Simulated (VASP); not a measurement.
# TePb (Fm-3m) in VASP: further runs

TePb is run at these levels: LDA; tasks: single point, relaxation of cell and atoms.

Program: VASP 6.6.1. These are calculated values, not measurements. Logs are shortened: lines on timing, memory, paths and dates and some standing lists are left out, and cuts for length are marked.

### Step 1. The cell of the first run

It takes space group Fm-3m (No. 225, cubic). The conventional cell has a = 6.381 Å, b = 6.381 Å, c = 6.381 Å, α = 90.00°, β = 90.00°, γ = 90.00°. Te (site symmetry m-3m) has 6 Pb at 3.19 Å within 4.2 Å. Pb (site symmetry m-3m) has 6 Te at 3.19 Å within 4.2 Å.

### Step 2. Single point, LDA

File INCAR:

```
SYSTEM = TePb
PREC = Accurate
ENCUT = 500
EDIFF = 1E-6
ISMEAR = 0
SIGMA = 0.02
LREAL = .False.
LASPH = .True.
NELM = 120
ALGO = Normal
ISIF = 2
LWAVE = .False.
LCHARG = .False.
GGA = CA
NBANDS = 17
GGA_COMPAT = .False.
```

File KPOINTS:

```
regular mesh
0
Gamma
  8 8 8
  0 0 0
```

File POSCAR:

```
TePb
1.0
    0.0000000000      3.1905007192      3.1905007192
    3.1905007192      0.0000000000      3.1905007192
    3.1905007192      3.1905007192      0.0000000000
Te Pb
1 1
Direct
    0.5000000000      0.5000000000      0.5000000000
    0.0000000000      0.0000000000      0.0000000000
```

Potentials or basis: VASP PAW LDA potentials, release 64 (Te, Pb_d).

Run with:

```sh
$ cat potpaw_LDA.64/Te/POTCAR potpaw_LDA.64/Pb_d/POTCAR > POTCAR
$ mpirun -np 1 vasp_std > vasp.out
```

OUTCAR:

```text
SYSTEM = TePb
   PREC = Accurate
   ENCUT = 500
   EDIFF = 1E-6
   ISMEAR = 0
   LREAL = .False.
   LASPH = .True.
   NELM = 120
   ISIF = 2
   GGA = CA

 ion  position               nearest neighbor table
   1  0.500  0.500  0.500-   2 3.19   2 3.19   2 3.19   2 3.19   2 3.19   2 3.19
   2  0.000  0.000  0.000-   1 3.19   1 3.19   1 3.19   1 3.19   1 3.19   1 3.19

  LATTYP: Found a face centered cubic cell.
 ALAT       =     6.3810014384

  Lattice vectors:

 A1 = (   0.0000000000,   3.1905007192,   3.1905007192)
 A2 = (   3.1905007192,   0.0000000000,   3.1905007192)
 A3 = (   3.1905007192,   3.1905007192,   0.0000000000)

Analysis of symmetry for initial positions (statically):
[... 5 lines left out ...]
 face centered cubic supercell.

 Subroutine GETGRP returns: Found 48 space group operations
 (whereof 48 operations were pure point group operations)
 out of a pool of 48 trial point group operations.

The static configuration has the point symmetry O_h .

Analysis of symmetry for dynamics (positions and initial velocities):
[... 5 lines left out ...]
 face centered cubic supercell.

 Subroutine GETGRP returns: Found 48 space group operations
 (whereof 48 operations were pure point group operations)
 out of a pool of 48 trial point group operations.

The dynamic configuration has the point symmetry O_h .

 Subroutine INISYM returns: Found 48 space group operations
 (whereof 48 operations are pure point group operations),
 and found     1 'primitive' translations

----------------------------------------------------------------------------------------

                                     Primitive cell

  volume of cell :      64.9541

  direct lattice vectors                    reciprocal lattice vectors
     0.000000000  3.190500719  3.190500719    -0.156715213  0.156715213  0.156715213
     3.190500719  0.000000000  3.190500719     0.156715213 -0.156715213  0.156715213
     3.190500719  3.190500719  0.000000000     0.156715213  0.156715213 -0.156715213

  length of vectors
     4.512049388  4.512049388  4.512049388     0.271438711  0.271438711  0.271438711

  position of ions in fractional coordinates (direct lattice)
     0.500000000  0.500000000  0.500000000
     0.000000000  0.000000000  0.000000000

  ion indices of the primitive-cell ions
   primitive index   ion index
                 1           1
                 2           2

----------------------------------------------------------------------------------------

 KPOINTS: regular mesh

Automatic generation of k-mesh.
 Grid dimensions read from file:
 generate k-points for:    8    8    8

 Generating k-lattice:

  Cartesian coordinates                     Fractional coordinates (reciprocal lattice)
    -0.019589402  0.019589402  0.019589402     0.125000000  0.000000000  0.000000000
     0.019589402 -0.019589402  0.019589402     0.000000000  0.125000000  0.000000000
     0.019589402  0.019589402 -0.019589402     0.000000000  0.000000000  0.125000000

  Length of vectors
     0.033929839  0.033929839  0.033929839

  Shift w.r.t. Gamma in fractional coordinates (k-lattice)
     0.000000000  0.000000000  0.000000000

 Subroutine IBZKPT returns following result:
 ===========================================

 Found     29 irreducible k-points:

 Following reciprocal coordinates:
            Coordinates               Weight
  0.000000  0.000000  0.000000      1.000000
  0.125000  0.000000  0.000000      8.000000
  0.250000  0.000000  0.000000      8.000000
  0.375000  0.000000  0.000000      8.000000
  0.500000  0.000000  0.000000      4.000000
  0.125000  0.125000  0.000000      6.000000
[... 16 lines left out ...]
  0.500000  0.250000  0.125000     48.000000
 -0.375000  0.250000  0.125000     24.000000
 [... further k-points ...]
   k-points           NKPTS =     29   k-points in BZ     NKDIM =     29   number of bands    NBANDS=     17
   number of dos      NEDOS =    301   number of ions     NIONS =      2
   total plane-waves  NPLWV =  46656
   dimension x,y,z NGX =    36 NGY =   36 NGZ =   36
   dimension x,y,z NGXF=    72 NGYF=   72 NGZF=   72
   ions per type =               1   1
   NGX,Y,Z   is equivalent  to a cutoff of  13.26, 13.26, 13.26 a.u.
   NGXF,Y,Z  is equivalent  to a cutoff of  26.53, 26.53, 26.53 a.u.
 SYSTEM =  TePb
   PREC   = accura    normal or accurate (medium, high low for compatibility)
   ISTART =      0    job   : 0-new  1-cont  2-samecut
   ICHARG =      2    charge: 1-file 2-atom 10-const
   ISPIN  =      1    spin polarized calculation?
   LNONCOLLINEAR =      F non collinear calculations
   LSORBIT =      F    spin-orbit coupling
   LASPH  =      T    aspherical Exc in radial PAW
   ENCUT  =  500.0 eV  36.75 Ry    6.06 a.u.   8.23  8.23  8.23*2*pi/ulx,y,z
   NELM   =    120;   NELMIN=  2; NELMDL= -5     # of ELM steps
   EDIFF  = 0.1E-05   stopping-criterion for ELM
   LREAL  =      F    real-space projection
   EDIFFG = 0.1E-04   stopping-criterion for IOM
   NSW    =      0    number of steps for IOM
   IBRION =     -1    ionic relax: 0-MD 1-quasi-New 2-CG
   NFREE  =      0    steps in history (QN), initial steepest desc. (CG)
   ISIF   =      2    stress and relaxation
   ISYM   =      2    0-nonsym 1-usesym 2-fastsym
   POTIM  = 0.5000    time-step for ionic-motion
   TEBEG  =    0.0;   TEEND  =   0.0 temperature during run
   PSTRESS=    0.0 pullay stress
   NELECT =      20.0000    total number of electrons
   NUPDOWN=      -1.0000    fix difference up-down
   EMIN   =  10.00;   EMAX   =-10.00  energy-range for DOS
   EFERMI =   0.00;   METHOD = LEGACY
   ISMEAR =     0;   SIGMA  =   0.02  broadening in eV -4-tet -1-fermi 0-gaus
   EFERMI_NEDOS =   21; number of points for ismear=-14 and -15
   IALGO  =     38    algorithm
   IMIX   =      4    mixing-type and parameters
     AMIX     =   0.40;   BMIX     =  1.00
     AMIX_MAG =   1.60;   BMIX_MAG =  1.00
  volume/ion in A,a.u.               =      32.48       219.17
  Fermi-wavevector in a.u.,A,eV,Ry     =   1.105476  2.089047 16.627369  1.222077
  Thomas-Fermi vector in A             =   2.241964
   LORBIT       =      0    0 simple, 1 ext, 2 COOP (PROOUT), +10 PAW based schemes
   GGA     = CA    functional components
   LHFCALC =     F    Hartree Fock is set to
   AEXX    =    0.0000 exact exchange contribution
   IVDW    =     0    specifies the selected vdW correction
   LEPSILON=     F    determine dielectric tensor
   LRPA    =     F    only Hartree local field effects (RPA)
 non-spin polarized calculation
 Gauss-broadening in eV      SIGMA  =   0.02
  energy-cutoff  :      500.00
  volume of cell :       64.95
 maximum number of plane-waves:      1676
 NGX is ok and might be reduce to    36
   NGX = 17   NGY = 17   NGZ = 17

 number of electron      19.9999999 magnetization

 Free energy of the ion-electron system (eV)
  ---------------------------------------------------
  ext. energy  EPLUGINS =         0.00000000
  ---------------------------------------------------
  free energy    TOTEN  =        -8.77473434 eV

  energy without entropy =       -8.77473434  energy(sigma->0) =       -8.77473434

 E-fermi :   6.0276     XC(G=0):  -9.7413

 val. band max:        5.9259315491   @ k =   0.5000   0.0000   0.0000
 cond. band min:       6.4805910472   @ k =   0.5000   0.0000   0.0000
 fundamental gap:      0.5546594980
 Fermi energy:         6.0275703999

 k-point     1 :       0.0000    0.0000    0.0000
  band No.  band energies     occupation
      1     -10.8214      2.00000
      2     -10.8214      2.00000
      3     -10.8045      2.00000
      4     -10.8045      2.00000
      5     -10.8045      2.00000
      6      -6.4589      2.00000
[... 9 lines left out ...]
     16      11.6118      0.00000
     17      13.0496      0.00000

 k-point     2 :       0.1250    0.0000    0.0000
  band No.  band energies     occupation
      1     -10.8236      2.00000
      2     -10.8236      2.00000
      3     -10.8041      2.00000
      4     -10.8020      2.00000
      5     -10.8020      2.00000
      6      -6.3177      2.00000
[... 9 lines left out ...]
     16      11.9130      0.00000
     17      14.2023      0.00000

 k-point     3 :       0.2500    0.0000    0.0000
  band No.  band energies     occupation
      1     -10.8298      2.00000
      2     -10.8298      2.00000
      3     -10.8032      2.00000
      4     -10.7949      2.00000
      5     -10.7949      2.00000
      6      -5.9099      2.00000
[... 9 lines left out ...]
     16      12.7270      0.00000
     17      16.2504      0.00000

 k-point     4 :       0.3750    0.0000    0.0000
  band No.  band energies     occupation
      1     -10.8365      2.00000
      2     -10.8365      2.00000
      3     -10.8025      2.00000
      4     -10.7874      2.00000
      5     -10.7874      2.00000
      6      -5.3169      2.00000
[... 9 lines left out ...]
     16      13.9699      0.00000
     17      16.7020      0.00000

 k-point     5 :       0.5000    0.0000    0.0000
  band No.  band energies     occupation
      1     -10.8394      2.00000
      2     -10.8394      2.00000
      3     -10.8023      2.00000
      4     -10.7843      2.00000
      5     -10.7843      2.00000
      6      -4.9218      2.00000
[... 9 lines left out ...]
     16      15.1232      0.00000
     17      15.1804      0.00000

 k-point     6 :       0.1250    0.1250    0.0000
  band No.  band energies     occupation
      1     -10.8292      2.00000
      2     -10.8195      2.00000
      3     -10.8063      2.00000
      4     -10.8002      2.00000
      5     -10.8002      2.00000
      6      -6.2705      2.00000
[... 9 lines left out ...]
     16      12.4439      0.00000
     17      13.8878      0.00000
[... 281 lines left out ...]
 k-point    21 :       0.5000    0.5000    0.0000
  band No.  band energies     occupation
      1     -10.8995      2.00000
      2     -10.8166      2.00000
      3     -10.8081      2.00000
      4     -10.7734      2.00000
      5     -10.7734      2.00000
      6      -4.6325      2.00000
[... 9 lines left out ...]
     16      16.9830      0.00000
     17      17.0734      0.00000

 k-point    22 :       0.3750    0.2500    0.1250
  band No.  band energies     occupation
      1     -10.8487      2.00000
      2     -10.8227      2.00000
      3     -10.8060      2.00000
      4     -10.7899      2.00000
      5     -10.7888      2.00000
      6      -5.5673      2.00000
[... 9 lines left out ...]
     16      14.6127      0.00000
     17      14.9038      0.00000

 k-point    23 :       0.5000    0.2500    0.1250
  band No.  band energies     occupation
      1     -10.8555      2.00000
      2     -10.8281      2.00000
      3     -10.8017      2.00000
      4     -10.7885      2.00000
      5     -10.7834      2.00000
      6      -5.0331      2.00000
[... 9 lines left out ...]
     16      14.8293      0.00000
     17      16.0003      0.00000

 k-point    24 :      -0.3750    0.2500    0.1250
  band No.  band energies     occupation
      1     -10.8577      2.00000
      2     -10.8311      2.00000
      3     -10.7976      2.00000
      4     -10.7906      2.00000
      5     -10.7808      2.00000
      6      -4.7058      2.00000
[... 9 lines left out ...]
     16      15.7007      0.00000
     17      16.0021      0.00000

 [... further k-points ...]
[... 5 lines left out ...]
  --------------------------------------------------------------------------------------
  -------------------------------------------------------------------------------------
  Total        0.0262603      0.0262603      0.0262603      0.0000000      0.0000000      0.0000000
  in kB        0.6477434      0.6477434      0.6477434      0.0000000      0.0000000      0.0000000
  external PRESSURE =       0.6477434 kB  Pullay stress =       0.0000000 kB

 VOLUME and BASIS-vectors are now :
 -----------------------------------------------------------------------------
  energy-cutoff  :      500.00
  volume of cell :       64.95
      direct lattice vectors                 reciprocal lattice vectors
     0.000000000  3.190500719  3.190500719    -0.156715213  0.156715213  0.156715213
     3.190500719  0.000000000  3.190500719     0.156715213 -0.156715213  0.156715213
     3.190500719  3.190500719  0.000000000     0.156715213  0.156715213 -0.156715213

 POSITION                                       TOTAL-FORCE (eV/Angst)
 -----------------------------------------------------------------------------------
      3.19050      3.19050      3.19050         0.000000     -0.000000     -0.000000
      0.00000      0.00000      0.00000        -0.000000      0.000000      0.000000
 -----------------------------------------------------------------------------------
    total drift:                               -0.000000      0.000000      0.000000

  FREE ENERGIE OF THE ION-ELECTRON SYSTEM (eV)
  ---------------------------------------------------
  free  energy   TOTEN  =        -8.7747343381 eV

  energy  without entropy=       -8.7747343381  energy(sigma->0) =       -8.77473434
```

Run time: 15 s. Hardware: 1 thread of Intel Xeon 6975P-C (Granite Rapids), shared host; peak memory 0.18 GiB.

Results:

| Quantity | Value |
| --- | --- |
| Free energy | -8.7747 eV |
| Pressure | 0.1 GPa |
| Band gap on the k mesh | 0.55 eV, direct |

Caveat: spin-orbit coupling is left out, which moves the levels of the heavy elements. A k mesh can miss the band edges.

### Step 3. Relaxation of cell and atoms, LDA

This run uses another cell than the first one, of 35.48 Å³/atom, 1.093 times its volume.

File INCAR:

```
  PREC = Accurate
  ENCUT = 500
  EDIFF = 1E-7
  ISMEAR = 0
  SIGMA = 0.02
  LREAL = False
  LASPH = True
  NELM = 120
  ALGO = Normal
  ISIF = 3
  LWAVE = False
  LCHARG = False
  GGA = CA
  IBRION = 2
  NSW = 70
  EDIFFG = -0.005
  GGA_COMPAT = False
  NELMIN = 4
```

File KPOINTS:

```
regular mesh
0
Gamma
  8 8 8
```

File POSCAR:

```
TePb
1.0
    0.0000000000      3.2860508018      3.2860508018
    3.2860508018      0.0000000000      3.2860508018
    3.2860508018      3.2860508018      0.0000000000
Te Pb
1 1
Direct
    0.5000000000      0.5000000000      0.5000000000
    0.0000000000      0.0000000000      0.0000000000
```

Potentials or basis: VASP PAW LDA potentials, release 64 (Te, Pb_d).

Run with:

```sh
$ cat potpaw_LDA.64/Te/POTCAR potpaw_LDA.64/Pb_d/POTCAR > POTCAR
$ mpirun -np 1 vasp_std > vasp.out
```

Run time: 25 s. Hardware: 1 thread of Intel Xeon 6975P-C (Granite Rapids), shared host; peak memory 0.19 GiB.

Results (log left out):

```yaml
Free_energy: -8.7762 eV
Relaxed_volume: 32.52 Å³/atom
Relaxed_cell: a = 4.514 Å, b = 4.514 Å, c = 4.514 Å, α = 60.00°, β = 60.00°, γ = 60.00°
Space_group_after_relaxing_to_0.05_Å: Fm-3m (No. 225)
Energy_gained_by_relaxing: 35.0 meV/atom
Ionic_steps: 3
Pressure_after_relaxing: 0.0 GPa
Band_gap_on_the_k_mesh: 0.56 eV, direct
```

Step by step:
| step | energy change (eV) | largest force (eV/Å) | pressure (GPa) | volume (Å³) |
| --- | --- | --- | --- | --- |
| 1 | 0.0000 | 0.0000 | -3.50 | 70.97 |
| 2 | -0.0623 | 0.0000 | 1.44 | 63.29 |
| 3 | -0.0699 | 0.0000 | -0.01 | 65.05 |

Final structure:
```yaml
crystal:
  lattice:
    - [0.00000, 3.19206, 3.19206]
    - [3.19206, 0.00000, 3.19206]
    - [3.19206, 3.19206, 0.00000]
  atoms:
    - { symbol: Te, position: [0.50000, 0.50000, 0.50000] }
    - { symbol: Pb, position: [0.00000, 0.00000, 0.00000] }
```

Levels at points of the mesh, in eV from the valence-band top:
| k point | band 6 | band 7 | band 8 | band 9 | band 10 | band 11 | band 12 | band 13 | band 14 |
| --- | --- | --- | --- | --- | --- | --- | --- | --- | --- |
| (0.00, 0.00, 0.00) | -12.37 | -5.59 | -1.49 | -1.49 | -1.49 | 4.02 | 4.02 | 4.02 | 5.69 |
| (0.50, 0.00, 0.00) | -10.84 | -8.84 | -0.99 | -0.99 | 0.00 | 0.56 | 1.10 | 1.10 | 8.33 |
| (0.50, 0.50, 0.00) | -10.55 | -7.42 | -4.82 | -3.03 | -3.03 | 3.09 | 5.51 | 5.51 | 6.81 |

Caveat: spin-orbit coupling is left out, which moves the levels of the heavy elements. LDA usually gives volumes a few per cent too small.
